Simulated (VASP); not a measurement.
Here is a VASP 6.6.1 calculation.

File INCAR:

```
  ALGO = Normal
  EDIFF = 1E-6
  ENCUT = 520
  ISIF = 2
  ISMEAR = 0
  LASPH = True
  LCHARG = True
  LELF = True
  LREAL = False
  LVHAR = True
  LWAVE = False
  NBANDS = 14
  NELM = 100
  PREC = Accurate
  SIGMA = 0.01
```

File KPOINTS:

```
k-points
0
Gamma
  2 2 2
```

POSCAR

```
NaI
1.0
    0.0000000000      3.2364000000      3.2364000000
    3.2364000000      0.0000000000      3.2364000000
    3.2364000000      3.2364000000      0.0000000000
Na I
1 1
Direct
    0.0000000000      0.0000000000      0.0000000000
    0.5000000000      0.5000000000      0.5000000000
```

Potentials or basis: VASP PAW LDA potentials, release 64 (Na_pv, I).

The run is started by

```console
$ cat potpaw_LDA.64/Na_pv/POTCAR potpaw_LDA.64/I/POTCAR > POTCAR
$ mpirun -np 1 vasp_std > vasp.out
```

Problem. What does it give for the pressure?

Solution. 0.8 GPa.

Problem. Predict the band gap on the k mesh.

Solution. 3.22 eV, direct.

Caveat: the k points lie up to 0.84 Å⁻¹ apart; spin-orbit coupling is left out, which moves the levels of the heavy elements. As with any semilocal functional, this LDA gap is likely too small.
